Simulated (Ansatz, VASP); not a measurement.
**CrCd3S4 in VASP and in Ansatz**

INCAR

```
SYSTEM = CrCd3S4
  ALGO = Normal
  EDIFF = 1E-6
  ENCUT = 520
  GGA = PE
  ISIF = 2
  ISMEAR = 0
  LASPH = .True.
  LCHARG = .False.
  LREAL = .False.
  LWAVE = .False.
  NBANDS = 46
  NELM = 60
  PREC = Accurate
  SIGMA = 0.01
```

The input KPOINTS:

```
k-points
0
Gamma
  3 3 3
  0 0 0
```

The input POSCAR:

```
CrCd3S4
1.0
    5.8100000000      0.0000000000      0.0000000000
    0.0000000000      5.8100000000      0.0000000000
    0.0000000000      0.0000000000      5.8100000000
Cr S Cd
1 4 3
Direct
    0.9980368900      0.0065286900      0.0097648700
    0.2633747200      0.2478537400      0.2598569200
    0.2518729900      0.7390465200      0.7580656900
    0.7547382300      0.2595006400      0.7563521900
    0.7369558100      0.7482439800      0.2541840900
    0.0000249800      0.5074379500      0.4961157200
    0.4953755400      0.9921892200      0.5102339400
    0.5001506400      0.4928554600      0.9930396900
```

Input for Ansatz:

```yaml
crystal:
  lattice:
    - [5.81, 0.0, 0.0]
    - [0.0, 5.81, 0.0]
    - [0.0, 0.0, 5.81]
  atoms:
    - { symbol: Cr, position: [0.99803689, 0.00652869, 0.00976487] }
    - { symbol: S, position: [0.26337472, 0.24785374, 0.25985692] }
    - { symbol: Cd, position: [2.498e-05, 0.50743795, 0.49611572] }
    - { symbol: S, position: [0.25187299, 0.73904652, 0.75806569] }
    - { symbol: Cd, position: [0.49537554, 0.99218922, 0.51023394] }
    - { symbol: S, position: [0.75473823, 0.25950064, 0.75635219] }
    - { symbol: Cd, position: [0.50015064, 0.49285546, 0.99303969] }
    - { symbol: S, position: [0.73695581, 0.74824398, 0.25418409] }
hamiltonian:
  xc: pbe
  pseudopotentials: { kind: paw }
basis:
  ecutwfc: 420
kpoints:
  mp_grid: { grid: [3, 3, 3] }
scf:
  occupations: { method: gaussian, width: 0.01 }
  lower_state_search: "off"
output:
  forces: true
  stress: true
  write_density: true
  write_potential: true
  elf: true
  volumetric_format: npy
```

Alike in both runs: task single point; functional PBE; k mesh 3 × 3 × 3; occupations gaussian, width 0.01 eV; no spin polarisation.

```csv
,VASP,Ansatz
version,VASP 6.6.1,Ansatz 0.2.0
potentials or method,"VASP PAW PBE potentials, release 64 (Cr_pv, S, Cd), cutoff 520 eV","PAW, plane waves, scalar-relativistic"
valence electrons in the cell,72,98
```

```tsv
	VASP	Ansatz	Ansatz less VASP
pressure (GPa)	0.1	-0.2	-0.30
rms of the force components (eV/Å)	0.796	0.785	-0.0117
```

VASP's potentials hold 72 valence electrons a cell and Ansatz's 98, so a difference there can come from the potentials and not from the codes.

The k mesh is coarse, so the values compare programs but aren't converged.
